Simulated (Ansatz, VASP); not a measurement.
## AgBr in VASP and in Ansatz

```xyz
2
Lattice="0.0000 2.9506 2.9506 2.9506 0.0000 2.9506 2.9506 2.9506 0.0000" Properties=species:S:1:pos:R:3 pbc="T T T"
Ag    0.0000    0.0000    0.0000
Br    2.9506    2.9506    2.9506
```

Alike in both runs: task single point; functional PBE; k mesh 8 × 8 × 8; occupations gaussian, width 0.02 eV; no spin polarisation.

```csv
,VASP,Ansatz
version,VASP 6.6.1,Ansatz 0.2.0
potentials or method,"VASP PAW PBE potentials, release 64 (Ag, Br), cutoff 500 eV","scalar-relativistic, plane waves, PAW"
valence electrons in the cell,18,26
```

```csv
,VASP,Ansatz,Ansatz less VASP
gap on the k mesh at the Fermi level (eV),0.70,0.70,+0.001
least direct gap on the mesh (eV),2.35,2.35,+0.001
pressure (GPa),-1.1,-1.1,+0.03
```

VASP's potentials hold 18 valence electrons a cell and Ansatz's 26, so a difference there can come from the potentials and not from the codes.
